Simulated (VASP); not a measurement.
# Ag (I4/mmm) in VASP: a series of runs

Runs on Ag. Level: PBE. Tasks: single point.

All numbers are computed with VASP 6.6.1; they aren't measurements. Logs are shortened: lines on timing, memory, paths and dates and some standing lists are left out, and cuts for length are marked.

## 1. The cell of the first run

Symmetry: I4/mmm, No. 139, tetragonal system. The conventional cell has a = 2.933 Å, b = 2.933 Å, c = 3.964 Å, α = 90.00°, β = 90.00°, γ = 90.00°. Within 3.8 Å of Ag (site symmetry 4/mmm) lie 12 Ag at 2.87 to 2.93 Å.

## 2. Single point, PBE (strain +0.015 along x and y, -0.030 along z)

Contents of INCAR:

```
SYSTEM = Ag
PREC = Accurate ; ENCUT = 520
EDIFF = 1E-6 ; ISMEAR = 0
SIGMA = 0.15 ; LREAL = .False.
LASPH = .True. ; NELM = 80
ALGO = Normal ; ISIF = 2
LWAVE = .False. ; LCHARG = .False.
GGA = PE ; NBANDS = 12
```

Contents of KPOINTS:

```
regular mesh
0
Gamma
  10 10 10
  0 0 0
```

Contents of POSCAR:

```
Ag
1.0
    0.0000000000      2.0737465000      1.9818070000
    2.0737465000      0.0000000000      1.9818070000
    2.0737465000      2.0737465000      0.0000000000
Ag
1
Direct
    0.0000000000      0.0000000000      0.0000000000
```

Potentials or basis: VASP PAW PBE potentials, release 64 (Ag).

Run with:

```bash
cat potpaw_PBE.64/Ag/POTCAR > POTCAR
mpirun -np 1 vasp_std > vasp.out
```

OUTCAR:

```text
SYSTEM = Ag
   PREC = Accurate
   ENCUT = 520
   EDIFF = 1E-6
   ISMEAR = 0
   LREAL = .False.
   LASPH = .True.
   NELM = 80
   ISIF = 2
   GGA = PE

 ion  position               nearest neighbor table
   1  0.000  0.000  0.000-

  LATTYP: Found a body centered tetragonal cell.
 ALAT       =     2.9327204252
 C/A-ratio  =     1.3515144389

  Lattice vectors:

 A1 = (   0.0000000000,  -2.0737465000,  -1.9818070000)
 A2 = (   0.0000000000,   2.0737465000,  -1.9818070000)
 A3 = (   2.0737465000,   0.0000000000,   1.9818070000)

Analysis of symmetry for initial positions (statically):
=====================================================================
 Subroutine PRICEL returns:
 Original cell was already a primitive cell.

 Routine SETGRP: Setting up the symmetry group for a
 body centered tetragonal supercell.

 Subroutine GETGRP returns: Found 16 space group operations
 (whereof 16 operations were pure point group operations)
 out of a pool of 16 trial point group operations.

The static configuration has the point symmetry D_4h.

Analysis of symmetry for dynamics (positions and initial velocities):
=====================================================================
 Subroutine PRICEL returns:
 Original cell was already a primitive cell.

 Routine SETGRP: Setting up the symmetry group for a
 body centered tetragonal supercell.

 Subroutine GETGRP returns: Found 16 space group operations
 (whereof 16 operations were pure point group operations)
 out of a pool of 16 trial point group operations.

The dynamic configuration has the point symmetry D_4h.

 Subroutine INISYM returns: Found 16 space group operations
 (whereof 16 operations are pure point group operations),
 and found     1 'primitive' translations

----------------------------------------------------------------------------------------

                                     Primitive cell

  volume of cell :      17.0452

  direct lattice vectors                    reciprocal lattice vectors
     0.000000000  2.073746500  1.981807000    -0.241109509  0.241109509  0.252295001
     2.073746500  0.000000000  1.981807000     0.241109509 -0.241109509  0.252295001
     2.073746500  2.073746500  0.000000000     0.241109509  0.241109509 -0.252295001

  length of vectors
     2.868446188  2.868446188  2.932720425     0.424170200  0.424170200  0.424170200

  position of ions in fractional coordinates (direct lattice)
     0.000000000  0.000000000  0.000000000

  ion indices of the primitive-cell ions
   primitive index   ion index
                 1           1

----------------------------------------------------------------------------------------

 KPOINTS: regular mesh

Automatic generation of k-mesh.
 Grid dimensions read from file:
 generate k-points for:   10   10   10

 Generating k-lattice:

  Cartesian coordinates                     Fractional coordinates (reciprocal lattice)
    -0.024110951  0.024110951  0.025229500     0.100000000  0.000000000  0.000000000
     0.024110951 -0.024110951  0.025229500     0.000000000  0.100000000  0.000000000
     0.024110951  0.024110951 -0.025229500    -0.000000000 -0.000000000  0.100000000

  Length of vectors
     0.042417020  0.042417020  0.042417020

  Shift w.r.t. Gamma in fractional coordinates (k-lattice)
     0.000000000  0.000000000  0.000000000

 Subroutine IBZKPT returns following result:
 ===========================================

 Found    102 irreducible k-points:

 Following reciprocal coordinates:
            Coordinates               Weight
  0.000000  0.000000  0.000000      1.000000
  0.100000 -0.000000  0.000000      8.000000
  0.200000 -0.000000  0.000000      8.000000
  0.300000 -0.000000  0.000000      8.000000
  0.400000  0.000000  0.000000      8.000000
  0.500000 -0.000000  0.000000      4.000000
[... 16 lines left out ...]
  0.300000  0.300000  0.000000      2.000000
  0.400000  0.300000  0.000000      8.000000
 [... further k-points ...]
   k-points           NKPTS =    102   k-points in BZ     NKDIM =    102   number of bands    NBANDS=     12
   number of dos      NEDOS =    301   number of ions     NIONS =      1
   total plane-waves  NPLWV =  13824
   dimension x,y,z NGX =    24 NGY =   24 NGZ =   24
   dimension x,y,z NGXF=    48 NGYF=   48 NGZF=   48
   ions per type =               1
   NGX,Y,Z   is equivalent  to a cutoff of  13.91, 13.91, 13.60 a.u.
   NGXF,Y,Z  is equivalent  to a cutoff of  27.82, 27.82, 27.21 a.u.
 SYSTEM =  Ag
   PREC   = accura    normal or accurate (medium, high low for compatibility)
   ISTART =      0    job   : 0-new  1-cont  2-samecut
   ICHARG =      2    charge: 1-file 2-atom 10-const
   ISPIN  =      1    spin polarized calculation?
   LNONCOLLINEAR =      F non collinear calculations
   LSORBIT =      F    spin-orbit coupling
   LASPH  =      T    aspherical Exc in radial PAW
   ENCUT  =  520.0 eV  38.22 Ry    6.18 a.u.   5.33  5.33  5.45*2*pi/ulx,y,z
   NELM   =     80;   NELMIN=  2; NELMDL= -5     # of ELM steps
   EDIFF  = 0.1E-05   stopping-criterion for ELM
   LREAL  =      F    real-space projection
   EDIFFG = 0.1E-04   stopping-criterion for IOM
   NSW    =      0    number of steps for IOM
   IBRION =     -1    ionic relax: 0-MD 1-quasi-New 2-CG
   NFREE  =      0    steps in history (QN), initial steepest desc. (CG)
   ISIF   =      2    stress and relaxation
   ISYM   =      2    0-nonsym 1-usesym 2-fastsym
   POTIM  = 0.5000    time-step for ionic-motion
   TEBEG  =    0.0;   TEEND  =   0.0 temperature during run
   PSTRESS=    0.0 pullay stress
   NELECT =      11.0000    total number of electrons
   NUPDOWN=      -1.0000    fix difference up-down
   EMIN   =  10.00;   EMAX   =-10.00  energy-range for DOS
   EFERMI =   0.00;   METHOD = LEGACY
   ISMEAR =     0;   SIGMA  =   0.15  broadening in eV -4-tet -1-fermi 0-gaus
   EFERMI_NEDOS =   21; number of points for ismear=-14 and -15
   IALGO  =     38    algorithm
   IMIX   =      4    mixing-type and parameters
     AMIX     =   0.40;   BMIX     =  1.00
     AMIX_MAG =   1.60;   BMIX_MAG =  1.00
  volume/ion in A,a.u.               =      17.05       115.03
  Fermi-wavevector in a.u.,A,eV,Ry     =   1.414723  2.673439 27.231271  2.001442
  Thomas-Fermi vector in A             =   2.536236
   LORBIT       =      0    0 simple, 1 ext, 2 COOP (PROOUT), +10 PAW based schemes
   GGA     = PE    functional components
   LHFCALC =     F    Hartree Fock is set to
   AEXX    =    0.0000 exact exchange contribution
   IVDW    =     0    specifies the selected vdW correction
   LEPSILON=     F    determine dielectric tensor
   LRPA    =     F    only Hartree local field effects (RPA)
 non-spin polarized calculation
 Gauss-broadening in eV      SIGMA  =   0.15
  energy-cutoff  :      520.00
  volume of cell :       17.05
 maximum number of plane-waves:       479
 NGX is ok and might be reduce to    24
   NGX = 11   NGY = 11   NGZ = 11

 number of electron      10.9999999 magnetization

 Free energy of the ion-electron system (eV)
  ---------------------------------------------------
  ext. energy  EPLUGINS =         0.00000000
  ---------------------------------------------------
  free energy    TOTEN  =        -2.69286145 eV

  energy without entropy =       -2.68859529  energy(sigma->0) =       -2.69072837

 E-fermi :   8.3580     XC(G=0): -12.2103

 val. band max:        8.3051685312   @ k =   0.5000   0.2000   0.1000
 cond. band min:       8.4638064562   @ k =   0.5000   0.1000   0.3000
 fundamental gap:      0.1586379250
 Fermi energy:         8.3579742165

 k-point     1 :       0.0000    0.0000    0.0000
  band No.  band energies     occupation
      1       0.6654      2.00000
      2       3.5463      2.00000
      3       3.5463      2.00000
      4       3.8209      2.00000
      5       4.5195      2.00000
      6       4.8018      2.00000
      7      24.4922      0.00000
      8      27.8395      0.00000
      9      27.8395      0.00000
     10      28.4606      0.00000
     11      32.8453      0.00000
     12      33.6521      0.00000

 k-point     2 :       0.1000   -0.0000    0.0000
  band No.  band energies     occupation
      1       0.9730      2.00000
      2       3.5269      2.00000
      3       3.6264      2.00000
      4       3.8558      2.00000
      5       4.5061      2.00000
      6       4.7623      2.00000
      7      24.3866      0.00000
      8      26.0335      0.00000
      9      27.9678      0.00000
     10      28.3629      0.00000
     11      32.2023      0.00000
     12      33.4765      0.00000

 k-point     3 :       0.2000   -0.0000    0.0000
  band No.  band energies     occupation
      1       1.7323      2.00000
      2       3.5726      2.00000
      3       3.7277      2.00000
      4       3.9572      2.00000
      5       4.5998      2.00000
      6       4.7493      2.00000
      7      21.5226      0.00000
      8      25.2738      0.00000
      9      28.0802      0.00000
     10      28.4635      0.00000
     11      31.0494      0.00000
     12      31.7913      0.00000
[... 286 lines left out ...]
 k-point    23 :       0.3000    0.3000    0.0000
  band No.  band energies     occupation
      1       2.5394      2.00000
      2       2.6734      2.00000
      3       4.7731      2.00000
      4       4.7731      2.00000
      5       5.1018      2.00000
      6       5.7353      2.00000
      7      21.4547      0.00000
      8      21.4547      0.00000
      9      23.0722      0.00000
     10      24.9141      0.00000
     11      25.6576      0.00000
     12      36.9360      0.00000

 k-point    24 :       0.4000    0.3000    0.0000
  band No.  band energies     occupation
      1       2.4387      2.00000
      2       2.5675      2.00000
      3       4.7701      2.00000
      4       4.8284      2.00000
      5       5.4174      2.00000
      6       7.4897      2.00000
      7      18.6238      0.00000
      8      20.5568      0.00000
      9      21.0328      0.00000
     10      24.9799      0.00000
     11      26.9899      0.00000
     12      36.6574      0.00000

 [... further k-points ...]

------------------------ aborting loop because EDIFF is reached ----------------------------------------

  FORCE on cell =-STRESS in cart. coord.  units (eV):
  Direction    XX          YY          ZZ          XY          YZ          ZX
  --------------------------------------------------------------------------------------
  -------------------------------------------------------------------------------------
  Total        0.5035420      0.5035420      0.5865901      0.0000000      0.0000000     -0.0000000
  in kB       47.3307733     47.3307733     55.1369330      0.0000000      0.0000000     -0.0000000
  external PRESSURE =      49.9328265 kB  Pullay stress =       0.0000000 kB

 VOLUME and BASIS-vectors are now :
 -----------------------------------------------------------------------------
  energy-cutoff  :      520.00
  volume of cell :       17.05
      direct lattice vectors                 reciprocal lattice vectors
     0.000000000  2.073746500  1.981807000    -0.241109509  0.241109509  0.252295001
     2.073746500  0.000000000  1.981807000     0.241109509 -0.241109509  0.252295001
     2.073746500  2.073746500  0.000000000     0.241109509  0.241109509 -0.252295001

 POSITION                                       TOTAL-FORCE (eV/Angst)
 -----------------------------------------------------------------------------------
      0.00000      0.00000      0.00000         0.000000      0.000000      0.000000
 -----------------------------------------------------------------------------------
    total drift:                                0.000000     -0.000000     -0.000000

  FREE ENERGIE OF THE ION-ELECTRON SYSTEM (eV)
  ---------------------------------------------------
  free  energy   TOTEN  =        -2.6928614488 eV

  energy  without entropy=       -2.6885952883  energy(sigma->0) =       -2.69072837
```

Run time: 14 s. Hardware: 1 thread of Intel Xeon Platinum 8259CL at 2.50GHz (Skylake/Cascade Lake), shared host; peak memory 0.15 GiB.

What came out:

| Item | Value |
| --- | --- |
| Free energy | -2.6929 eV |
| Pressure | 5.0 GPa |

Stress tensor (GPa, compression positive):
```
4.73 0.00 0.00
0.00 4.73 0.00
0.00 0.00 5.51
```

Levels at points of the mesh, in eV from the Fermi level:
```tsv
k point	band 3	band 4	band 5	band 6	band 7	band 8	band 9	band 10
(0.00, 0.00, 0.00)	-4.81	-4.54	-3.84	-3.56	16.13	19.48	19.48	20.10
(0.50, 0.00, 0.00)	-4.61	-2.96	-2.83	-0.32	3.70	15.22	17.44	18.63
(0.50, 0.50, 0.00)	-2.93	-2.67	-2.67	2.22	7.59	10.21	10.21	16.76
(0.50, 0.00, 0.50)	-2.93	-2.80	-2.60	1.43	6.46	11.00	11.07	17.53
```

Caveat: the cell differs from its parent crystal (strain +0.015 along x and y, -0.030 along z).

## 3. Single point, PBE (strain +0.030 along x and y, -0.030 along z)

Contents of INCAR:

```
PREC = Accurate ; ENCUT = 520
EDIFF = 1E-7 ; ISMEAR = 0
SIGMA = 0.15 ; LREAL = False
LASPH = True ; NELM = 60
ALGO = Normal ; ISIF = 2
LWAVE = False ; LCHARG = False
GGA = PE ; NBANDS = 12
```

Contents of KPOINTS:

```
Automatic mesh
0
Gamma
  10 10 10
```

Contents of POSCAR:

```
Ag
1.0
    0.0000000000      2.1043930000      1.9818070000
    2.1043930000      0.0000000000      1.9818070000
    2.1043930000      2.1043930000      0.0000000000
Ag
1
Direct
    0.0000000000      0.0000000000      0.0000000000
```

Potentials or basis: VASP PAW PBE potentials, release 64 (Ag).

Run with:

```bash
cat potpaw_PBE.64/Ag/POTCAR > POTCAR
mpirun -np 1 vasp_std > vasp.out
```

Run time: 18 s. Hardware: 1 thread of Intel Xeon Platinum 8259CL at 2.50GHz (Skylake/Cascade Lake), shared host; peak memory 0.15 GiB.

The run converged. Its results:

| Item | Value |
| --- | --- |
| Free energy | -2.7029 eV |
| Pressure | 1.8 GPa |

Stress tensor (GPa, compression positive):
```
1.54 0.00 0.00
0.00 1.54 0.00
0.00 0.00 2.42
```

Levels at points of the mesh, in eV from the Fermi level:
```csv
k point,band 3,band 4,band 5,band 6,band 7,band 8,band 9,band 10
"(0.00, 0.00, 0.00)",-4.72,-4.38,-3.82,-3.47,16.10,19.21,19.21,19.96
"(0.50, 0.00, 0.00)",-4.46,-2.96,-2.79,-0.23,3.55,15.08,16.98,18.61
"(0.50, 0.50, 0.00)",-2.91,-2.66,-2.66,2.42,7.60,9.91,9.91,16.25
"(0.50, 0.00, 0.50)",-2.92,-2.81,-2.57,1.39,6.13,10.95,11.03,17.28
```

Caveat: the cell differs from its parent crystal (strain +0.030 along x and y, -0.030 along z).

## 4. Single point, PBE (strain +0.030 along x and y, -0.015 along z)

Contents of INCAR:

```
SYSTEM = Ag
  ALGO = Fast
  EDIFF = 1E-6
  ENCUT = 520
  GGA = PE
  ISIF = 2
  ISMEAR = 0
  LASPH = .True.
  LCHARG = .True.
  LELF = .True.
  LREAL = .False.
  LVHAR = .True.
  LWAVE = .False.
  NBANDS = 12
  NELM = 100
  PREC = Accurate
  SIGMA = 0.15
```

Contents of KPOINTS:

```
k-points
0
Gamma
  10 10 10
  0 0 0
```

Contents of POSCAR:

```
Ag
1.0
    0.0000000000      2.1043930000      2.0124535000
    2.1043930000      0.0000000000      2.0124535000
    2.1043930000      2.1043930000      0.0000000000
Ag
1
Direct
    0.0000000000      0.0000000000      0.0000000000
```

Run with:

```bash
cat potpaw_PBE.64/Ag/POTCAR > POTCAR
mpirun -np 1 vasp_std > vasp.out
```

Wall time 18 s (1 thread of Intel Xeon Platinum 8259CL at 2.50GHz (Skylake/Cascade Lake), shared host); peak memory 0.15 GiB.

The run converged. Its results:

```
Free energy : -2.7057 eV
Pressure    : 0.4 GPa
```

Stress tensor (GPa, compression positive):
```
0.19 0.00 0.00
0.00 0.19 0.00
0.00 0.00 0.73
```

Levels at points of the mesh, in eV from the Fermi level:
| k point | band 4 | band 5 | band 6 | band 7 | band 8 | band 9 |
| --- | --- | --- | --- | --- | --- | --- |
| (0.00, 0.00, 0.00) | -4.38 | -3.73 | -3.48 | 16.04 | 19.16 | 19.16 |
| (0.50, 0.00, 0.00) | -2.92 | -2.80 | -0.18 | 3.47 | 15.12 | 17.00 |
| (0.50, 0.50, 0.00) | -2.66 | -2.66 | 2.25 | 7.22 | 10.02 | 10.02 |
| (0.50, 0.00, 0.50) | -2.77 | -2.59 | 1.50 | 6.14 | 10.79 | 10.83 |

Caveat: the cell differs from its parent crystal (strain +0.030 along x and y, -0.015 along z).

## 5. Summary

| cell | gap on the mesh (eV) | pressure (GPa) |
| --- | --- | --- |
| a = 2.868, b = 2.868, c = 2.933 Å, angles 59.3, 59.3, 61.5°, 1 atom | none | 5.0 |
| a = 2.891, b = 2.891, c = 2.976 Å, angles 59.0, 59.0, 62.0°, 1 atom | none | 1.8 |
| a = 2.912, b = 2.912, c = 2.976 Å, angles 59.3, 59.3, 61.5°, 1 atom | none | 0.4 |

Alike in all rows: task single point; level PBE; potentials or basis VASP PAW PBE potentials, release 64 (Ag); no spin polarisation; k mesh 10 × 10 × 10; cutoff (eV) 520; smearing gaussian 0.15 eV.

Total energies depend on the potentials used, so only differences within one code and one set of settings carry meaning.
